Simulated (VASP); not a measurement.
# Tc (Fm-3m) in VASP: notebook

The runs below take Tc through single point, with revPBE+D3(BJ), PBE+D4.

Program: VASP 6.6.1. These are calculated values, not measurements. Logs are shortened: lines on timing, memory, paths and dates and some standing lists are left out, and cuts for length are marked.

## 1. The cell of the first run

It takes space group Fm-3m (No. 225, cubic). Conventional cell: a = 3.825 Å, b = 3.825 Å, c = 3.825 Å, α = 90.00°, β = 90.00°, γ = 90.00°. Tc (site symmetry m-3m) has 12 Tc at 2.70 Å within 3.6 Å.

This isn't the form of Tc at room conditions, which is hcp.

## 2. Single point, revPBE+D3(BJ)

File INCAR:

```
SYSTEM = Tc
ALGO = Normal
EDIFF = 1E-6
ENCUT = 520
GGA = RE
ISIF = 2
ISMEAR = 1
IVDW = 12
LASPH = .TRUE.
LCHARG = .TRUE.
LELF = .TRUE.
LREAL = .FALSE.
LVHAR = .TRUE.
LWAVE = .FALSE.
NBANDS = 12
NELM = 100
PREC = Accurate
SIGMA = 0.2
```

File KPOINTS:

```
k-points
0
G
  13 13 13
  0 0 0
```

File POSCAR:

```
Tc
1.0
    0.0000000000      1.9126656340      1.9126656340
    1.9126656340      0.0000000000      1.9126656340
    1.9126656340      1.9126656340      0.0000000000
Tc
1
Direct
    0.0000000000      0.0000000000      0.0000000000
```

Potentials or basis: VASP PAW PBE potentials, release 64 (Tc_pv).

Run with:

```sh
> cat potpaw_PBE.64/Tc_pv/POTCAR > POTCAR
> mpirun -np 1 vasp_std > vasp.out
```

OUTCAR:

```text
SYSTEM = Tc
   EDIFF = 1E-6
   ENCUT = 520
   GGA = RE
   ISIF = 2
   ISMEAR = 1
   IVDW = 12
   LASPH = .TRUE.
   LREAL = .FALSE.
   NELM = 100
   PREC = Accurate
 IVDW          = 12

 ion  position               nearest neighbor table
   1  0.000  0.000  0.000-

  LATTYP: Found a face centered cubic cell.
 ALAT       =     3.8253312680

  Lattice vectors:

 A1 = (   0.0000000000,   1.9126656340,   1.9126656340)
 A2 = (   1.9126656340,   0.0000000000,   1.9126656340)
 A3 = (   1.9126656340,   1.9126656340,   0.0000000000)

Analysis of symmetry for initial positions (statically):
=====================================================================
 Subroutine PRICEL returns:
 Original cell was already a primitive cell.

 Routine SETGRP: Setting up the symmetry group for a
 face centered cubic supercell.

 Subroutine GETGRP returns: Found 48 space group operations
 (whereof 48 operations were pure point group operations)
 out of a pool of 48 trial point group operations.

The static configuration has the point symmetry O_h .

Analysis of symmetry for dynamics (positions and initial velocities):
=====================================================================
 Subroutine PRICEL returns:
 Original cell was already a primitive cell.

 Routine SETGRP: Setting up the symmetry group for a
 face centered cubic supercell.

 Subroutine GETGRP returns: Found 48 space group operations
 (whereof 48 operations were pure point group operations)
 out of a pool of 48 trial point group operations.

The dynamic configuration has the point symmetry O_h .

 Subroutine INISYM returns: Found 48 space group operations
 (whereof 48 operations are pure point group operations),
 and found     1 'primitive' translations

----------------------------------------------------------------------------------------

                                     Primitive cell

  volume of cell :      13.9942

  direct lattice vectors                    reciprocal lattice vectors
     0.000000000  1.912665634  1.912665634    -0.261415268  0.261415268  0.261415268
     1.912665634  0.000000000  1.912665634     0.261415268 -0.261415268  0.261415268
     1.912665634  1.912665634  0.000000000     0.261415268  0.261415268 -0.261415268

  length of vectors
     2.704917680  2.704917680  2.704917680     0.452784527  0.452784527  0.452784527

  position of ions in fractional coordinates (direct lattice)
     0.000000000  0.000000000  0.000000000

  ion indices of the primitive-cell ions
   primitive index   ion index
                 1           1

----------------------------------------------------------------------------------------

 KPOINTS: k-points

Automatic generation of k-mesh.
 Grid dimensions read from file:
 generate k-points for:   13   13   13

 Generating k-lattice:

  Cartesian coordinates                     Fractional coordinates (reciprocal lattice)
    -0.020108867  0.020108867  0.020108867     0.076923077  0.000000000  0.000000000
     0.020108867 -0.020108867  0.020108867     0.000000000  0.076923077  0.000000000
     0.020108867  0.020108867 -0.020108867     0.000000000  0.000000000  0.076923077

  Length of vectors
     0.034829579  0.034829579  0.034829579

  Shift w.r.t. Gamma in fractional coordinates (k-lattice)
     0.000000000  0.000000000  0.000000000

 Subroutine IBZKPT returns following result:
 ===========================================

 Found     84 irreducible k-points:

 Following reciprocal coordinates:
            Coordinates               Weight
  0.000000  0.000000  0.000000      1.000000
  0.076923  0.000000  0.000000      8.000000
  0.153846  0.000000  0.000000      8.000000
  0.230769  0.000000  0.000000      8.000000
  0.307692  0.000000  0.000000      8.000000
  0.384615  0.000000  0.000000      8.000000
[... 16 lines left out ...]
  0.384615  0.153846  0.000000     24.000000
  0.461538  0.153846  0.000000     24.000000
 [... further k-points ...]
   k-points           NKPTS =     84   k-points in BZ     NKDIM =     84   number of bands    NBANDS=     12
   number of dos      NEDOS =    301   number of ions     NIONS =      1
   total plane-waves  NPLWV =   8000
   dimension x,y,z NGX =    20 NGY =   20 NGZ =   20
   dimension x,y,z NGXF=    40 NGYF=   40 NGZF=   40
   ions per type =               1
   NGX,Y,Z   is equivalent  to a cutoff of  12.29, 12.29, 12.29 a.u.
   NGXF,Y,Z  is equivalent  to a cutoff of  24.58, 24.58, 24.58 a.u.
 SYSTEM =  Tc
   PREC   = accura    normal or accurate (medium, high low for compatibility)
   ISTART =      0    job   : 0-new  1-cont  2-samecut
   ICHARG =      2    charge: 1-file 2-atom 10-const
   ISPIN  =      1    spin polarized calculation?
   LNONCOLLINEAR =      F non collinear calculations
   LSORBIT =      F    spin-orbit coupling
   LASPH  =      T    aspherical Exc in radial PAW
   ENCUT  =  520.0 eV  38.22 Ry    6.18 a.u.   5.03  5.03  5.03*2*pi/ulx,y,z
   NELM   =    100;   NELMIN=  2; NELMDL= -5     # of ELM steps
   EDIFF  = 0.1E-05   stopping-criterion for ELM
   LREAL  =      F    real-space projection
   EDIFFG = 0.1E-04   stopping-criterion for IOM
   NSW    =      0    number of steps for IOM
   IBRION =     -1    ionic relax: 0-MD 1-quasi-New 2-CG
   NFREE  =      0    steps in history (QN), initial steepest desc. (CG)
   ISIF   =      2    stress and relaxation
   ISYM   =      2    0-nonsym 1-usesym 2-fastsym
   POTIM  = 0.5000    time-step for ionic-motion
   TEBEG  =    0.0;   TEEND  =   0.0 temperature during run
   PSTRESS=    0.0 pullay stress
   NELECT =      13.0000    total number of electrons
   NUPDOWN=      -1.0000    fix difference up-down
   EMIN   =  10.00;   EMAX   =-10.00  energy-range for DOS
   EFERMI =   0.00;   METHOD = LEGACY
   ISMEAR =     1;   SIGMA  =   0.20  broadening in eV -4-tet -1-fermi 0-gaus
   EFERMI_NEDOS =   21; number of points for ismear=-14 and -15
   IALGO  =     38    algorithm
   IMIX   =      4    mixing-type and parameters
     AMIX     =   0.40;   BMIX     =  1.00
     AMIX_MAG =   1.60;   BMIX_MAG =  1.00
  volume/ion in A,a.u.               =      13.99        94.44
  Fermi-wavevector in a.u.,A,eV,Ry     =   1.597375  3.018601 34.716721  2.551607
  Thomas-Fermi vector in A             =   2.694991
   LORBIT       =      0    0 simple, 1 ext, 2 COOP (PROOUT), +10 PAW based schemes
   GGA     = RE    functional components
   LHFCALC =     F    Hartree Fock is set to
   AEXX    =    0.0000 exact exchange contribution
   IVDW    =    12    specifies the selected vdW correction
   LEPSILON=     F    determine dielectric tensor
   LRPA    =     F    only Hartree local field effects (RPA)
 non-spin polarized calculation
 Methfessel and Paxton  Order N= 1 SIGMA  =   0.20
  energy-cutoff  :      520.00
  volume of cell :       13.99
 maximum number of plane-waves:       386
   NGX =  9   NGY =  9   NGZ =  9

 number of electron      12.9999996 magnetization

 Free energy of the ion-electron system (eV)
  ---------------------------------------------------
  ext. energy  EPLUGINS =         0.00000000
  ---------------------------------------------------
  free energy    TOTEN  =        -9.76049364 eV

  energy without entropy =       -9.75820928  energy(sigma->0) =       -9.75973218

 E-fermi :  13.2767     XC(G=0): -13.8888

 val. band max:       13.2729118095   @ k =  -0.3846   0.3077   0.1538
 cond. band min:      13.2822591831   @ k =  -0.3077   0.3077   0.0000
 fundamental gap:      0.0093473736
 Fermi energy:        13.2766767145

 k-point     1 :       0.0000    0.0000    0.0000
  band No.  band energies     occupation
      1     -25.0436      2.00000
      2     -25.0436      2.00000
      3     -25.0436      2.00000
      4       5.6954      2.00000
      5      11.4130      2.00000
      6      11.4130      2.00000
      7      11.4130      2.00000
      8      14.1429     -0.00000
      9      14.1429     -0.00000
     10      27.2832      0.00000
     11      33.0369      0.00000
     12      33.0369      0.00000

 k-point     2 :       0.0769    0.0000    0.0000
  band No.  band energies     occupation
      1     -25.1275      2.00000
      2     -25.0542      2.00000
      3     -25.0542      2.00000
      4       5.9539      2.00000
      5      11.2593      2.00000
      6      11.5256      2.00000
      7      11.5256      2.00000
      8      14.0612     -0.00000
      9      14.0612     -0.00000
     10      27.7547      0.00000
     11      31.9615      0.00000
     12      33.4859      0.00000

 k-point     3 :       0.1538    0.0000    0.0000
  band No.  band energies     occupation
      1     -25.3559      2.00000
      2     -25.0832      2.00000
      3     -25.0832      2.00000
      4       6.6458      2.00000
      5      10.9460      2.00000
      6      11.7701      2.00000
      7      11.7701      2.00000
      8      13.9474     -0.00002
      9      13.9474     -0.00002
     10      28.8613      0.00000
     11      30.2193      0.00000
     12      34.7615      0.00000
[... 286 lines left out ...]
 k-point    23 :       0.3846    0.1538    0.0000
  band No.  band energies     occupation
      1     -26.0648      2.00000
      2     -25.3113      2.00000
      3     -25.2847      2.00000
      4       8.3827      2.00000
      5      10.4686      2.00000
      6      11.2952      2.00000
      7      12.4202      2.00000
      8      15.9322     -0.00000
      9      15.9517     -0.00000
     10      27.1309      0.00000
     11      30.1352      0.00000
     12      33.4617      0.00000

 k-point    24 :       0.4615    0.1538    0.0000
  band No.  band energies     occupation
      1     -26.2445      2.00000
      2     -25.3781      2.00000
      3     -25.2960      2.00000
      4       8.3048      2.00000
      5      10.4916      2.00000
      6      11.9389      2.00000
      7      12.1640      2.00000
      8      16.3296     -0.00000
      9      17.6942      0.00000
     10      25.1890      0.00000
     11      28.9840      0.00000
     12      32.9311      0.00000

 [... further k-points ...]

------------------------ aborting loop because EDIFF is reached ----------------------------------------

 Edisp (eV)   -1.22388

 E8    (eV) :    -0.8810

  FORCE on cell =-STRESS in cart. coord.  units (eV):
  Direction    XX          YY          ZZ          XY          YZ          ZX
  --------------------------------------------------------------------------------------
  -------------------------------------------------------------------------------------
  Total      -0.05824    -0.05824    -0.05824     0.00000    -0.00000     0.00000
  in kB      -6.66827    -6.66827    -6.66827     0.00000    -0.00000     0.00000
  external pressure =       -6.67 kB  Pullay stress =        0.00 kB

 VOLUME and BASIS-vectors are now :
 -----------------------------------------------------------------------------
  energy-cutoff  :      520.00
  volume of cell :       13.99
      direct lattice vectors                 reciprocal lattice vectors
     0.000000000  1.912665634  1.912665634    -0.261415268  0.261415268  0.261415268
     1.912665634  0.000000000  1.912665634     0.261415268 -0.261415268  0.261415268
     1.912665634  1.912665634  0.000000000     0.261415268  0.261415268 -0.261415268

 POSITION                                       TOTAL-FORCE (eV/Angst)
 -----------------------------------------------------------------------------------
      0.00000      0.00000      0.00000         0.000000      0.000000      0.000000
 -----------------------------------------------------------------------------------
    total drift:                                0.000000      0.000000      0.000000

  FREE ENERGIE OF THE ION-ELECTRON SYSTEM (eV)
  ---------------------------------------------------
  free  energy   TOTEN  =       -10.9843734097 eV

  energy  without entropy=      -10.9820890572  energy(sigma->0) =      -10.98361196
```

Wall time 20 s (1 thread of Intel Xeon 8259CL, shared host); peak memory 0.14 GiB.

Results:

```yaml
Free_energy: -10.9844 eV
Pressure: -0.7 GPa
Band_gap_on_the_k_mesh: zero (an odd number of electrons rules out a gap without spin polarisation)
Dispersion_energy_per_atom: -1.224 eV
```

Caveat: the dispersion term is far too large for a dense solid, which distorts pressure and volume; the PAW data sets were made with another functional, which shifts forces and pressure a little.

## 3. Single point, PBE+D4

This run uses another cell than the first one, of 14.22 Å³/atom.

File INCAR:

```
ALGO = Normal ; EDIFF = 1E-6
ENCUT = 520 ; GGA = PE
ISIF = 2 ; ISMEAR = 1
IVDW = 13 ; LASPH = True
LCHARG = True ; LELF = True
LREAL = False ; LVHAR = True
LWAVE = False ; NBANDS = 12
NELM = 100 ; PREC = Accurate
SIGMA = 0.2
```

File KPOINTS:

```
k-points
0
Gamma
  13 13 13
```

File POSCAR:

```
Tc
1.0
    0.0000000000      1.9229403824      1.9229403824
    1.9229403824      0.0000000000      1.9229403824
    1.9229403824      1.9229403824      0.0000000000
Tc
1
Direct
    0.0000000000      0.0000000000      0.0000000000
```

Potentials or basis: VASP PAW PBE potentials, release 64 (Tc_pv).

Run with:

```sh
> cat potpaw_PBE.64/Tc_pv/POTCAR > POTCAR
> mpirun -np 1 vasp_std > vasp.out
```

Wall time 20 s (1 thread of Intel Xeon 8259CL, shared host); peak memory 0.13 GiB.

The run converged. Its results:

```yaml
Free_energy: -10.8762 eV
Pressure: -0.7 GPa
Band_gap_on_the_k_mesh: zero (an odd number of electrons rules out a gap without spin polarisation)
Dispersion_energy_per_atom: -0.609 eV
```

Levels at points of the mesh, in eV from the Fermi level:
```tsv
k point	band 3	band 4	band 5	band 6	band 7	band 8	band 9	band 10	band 11	band 12
(0.00, 0.00, 0.00)	-38.34	-7.53	-1.82	-1.82	-1.82	0.85	0.85	14.03	19.68	19.68
```
